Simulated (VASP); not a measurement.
A run of VASP 6.6.1 is set up as follows.

INCAR

```
SYSTEM = Si2W
PREC     = Accurate       ! precision mode
ENCUT    = 500            ! plane-wave cutoff, eV
EDIFF    = 1E-6           ! SCF threshold, eV
ISMEAR   = -1             ! smearing method
SIGMA    = 0.05           ! smearing width, eV
LREAL    = .FALSE.        ! projectors in reciprocal space
LASPH    = .TRUE.         ! aspherical terms in the spheres
NELM     = 120            ! most SCF steps
ALGO     = Normal         ! electronic algorithm
ISIF     = 2              ! what is computed and relaxed
LWAVE    = .FALSE.        ! write WAVECAR
LCHARG   = .FALSE.        ! write CHGCAR
GGA      = CA             ! functional
ISYM     = 0            
NBANDS   = 18             ! bands
GGA_COMPAT= .FALSE.
```

File KPOINTS:

```
Automatic mesh
0
G
  11 11 14
  0 0 0
```

Contents of POSCAR:

```
Si2W
1.0
   -1.6541800000      1.6541800000      3.9400000000
    1.6541800000     -1.6541800000      3.9400000000
    1.6541800000      1.6541800000     -3.9400000000
Si W
2 1
Direct
    0.3330000000      0.3330000000      0.0000000000
    0.6670000000      0.6670000000      0.0000000000
    0.0000000000      0.0000000000      0.0000000000
```

Potentials or basis: VASP PAW LDA potentials, release 64 (Si, W_sv).

The run is started by

```console
$ cat potpaw_LDA.64/Si/POTCAR potpaw_LDA.64/W_sv/POTCAR > POTCAR
$ mpirun -np 1 vasp_std > vasp.out
```

Task: Predict the largest force.

Result: 0.406 eV/Å.

Task: What does it give for the band gap on the k mesh?

Result: Zero (bands 11 and 12 overlap by 0.98 eV).

Stress tensor (GPa, compression positive):
```
-19.02   0.06   0.01
  0.06 -19.02   0.01
  0.01   0.01 -12.88
```

Caveat: the cell differs from its parent crystal (equal xx and yy strain of +3 %); the cell stands under tension; spin-orbit coupling is left out, which moves the levels of the heavy elements.
